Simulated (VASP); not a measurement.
InB5, 6 atoms in the cell. The structure is cubic, space group F-43m (No. 216). Conventional cell: a = 6.198 Å, b = 6.198 Å, c = 6.198 Å, α = 90.00°, β = 90.00°, γ = 90.00°. In (site symmetry -43m) has 16 B at 2.62 to 2.68 Å within 3.5 Å. Within 3.4 Å of B (site symmetry -43m) lie 12 B at 2.54 Å and 4 In at 2.68 Å. Within 2.4 Å of B (site symmetry 3m) lie 3 B at 1.81 Å. The cell was built from a structure type or drawn by symmetry, and may not be a known phase.

| Quantity | Value |
| --- | --- |
| Program | VASP 6.6.1 |
| Task | single point |
| Functional | PBE |
| Potentials or basis | VASP PAW PBE potentials, release 64 (In_d, B) |
| Cutoff | 500 eV |
| k mesh | 4 × 4 × 4 |
| Occupations | gaussian, width 0.1 eV |
| Spin | no spin polarisation |
| Dipole correction | no |
| Further INCAR settings | ALGO = Normal; EDIFF = 1e-06; NBANDS = 23 |

Potentials or basis: VASP PAW PBE potentials, release 64 (In_d, B).

Launch:

```console
$ cat potpaw_PBE.64/In_d/POTCAR potpaw_PBE.64/B/POTCAR > POTCAR
$ mpirun -np 1 vasp_std > vasp.out
```

Hardware: 1 thread of AMD EPYC 7R43 64-Core Processor (Zen 3) (shared host).

**Question.** How long does it take, and how much memory?

**Answer.** Run time: 18 s on 1 thread of AMD EPYC 7R43 64-Core Processor (Zen 3) (shared host), peak memory 0.14 GiB. Counts: scf iterations 12, k points 8.
